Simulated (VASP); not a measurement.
A run of VASP 6.6.1 is set up as follows.

The input INCAR:

```
SYSTEM = C
PREC = Accurate ; ENCUT = 600
EDIFF = 1E-7 ; ISMEAR = -1
SIGMA = 0.08 ; LREAL = .FALSE.
LASPH = .TRUE. ; NELM = 80
ALGO = Normal ; ISIF = 3
LWAVE = .FALSE. ; LCHARG = .FALSE.
GGA = PS ; IBRION = 2
NSW = 100 ; EDIFFG = -0.002
```

KPOINTS

```
Automatic mesh
0
G
  16 16 6
  0 0 0
```

POSCAR

```
C
1.0
    2.4700000000      0.0000000000      0.0000000000
   -1.2350000000      2.1390827473      0.0000000000
    0.0000000000      0.0000000000      6.7900000000
C
4
Direct
    0.0000000000      0.0000000000      0.0000000000
    0.0000000000      0.0000000000      0.5000000000
    0.3333333333      0.6666666667      0.0050000000
    0.6666666667      0.3333333333      0.5050000000
```

Potentials or basis: VASP PAW PBE potentials, release 64 (C).

Launch:

```console
$ cat potpaw_PBE.64/C/POTCAR > POTCAR
$ mpirun -np 1 vasp_std > vasp.out
```

**Question.** What does it give for the space group after relaxing (to 0.1 Å)?

**Answer.** P6_3/mmc (No. 194).

**Question.** What does it give for the relaxed cell?

**Answer.** a = 2.460 Å, b = 2.460 Å, c = 7.157 Å, α = 90.00°, β = 90.00°, γ = 120.00°.

**Question.** Estimate the relaxed volume.

**Answer.** 9.38 Å³/atom.

The path:
```csv
step,energy change (eV),largest force (eV/Å),pressure (GPa),volume (Å³)
1,0.0000,0.5697,-3.21,35.88
2,0.0096,0.3506,8.64,34.95
3,-0.0218,0.1488,2.04,35.45
4,-0.0211,0.1763,-1.82,35.86
5,-0.0245,0.0049,0.20,35.64
6,-0.0248,0.0087,0.24,35.70
7,-0.0256,0.0203,0.34,35.87
8,-0.0266,0.0438,0.56,36.22
9,-0.0272,0.0916,1.01,36.91
10,-0.0273,0.0891,0.94,36.94
11,-0.0276,0.0813,0.71,37.04
12,-0.0280,0.0658,0.25,37.24
13,-0.0280,0.0345,-0.63,37.65
14,-0.0281,0.0483,-0.24,37.47
15,-0.0282,0.0378,-0.18,37.48
16,-0.0283,0.0065,0.01,37.50
17,-0.0283,0.0022,0.04,37.50
18,-0.0283,0.0013,0.05,37.50
19,-0.0283,0.0006,0.05,37.50
20,-0.0283,0.0004,0.02,37.50
```

Caveat: this functional lacks dispersion, which binds layers or chains, so the pressure and a relaxed spacing across them are unreliable; the PAW data sets were made with another functional, which shifts forces and pressure a little. Zero-point motion and thermal expansion aren't in these numbers.
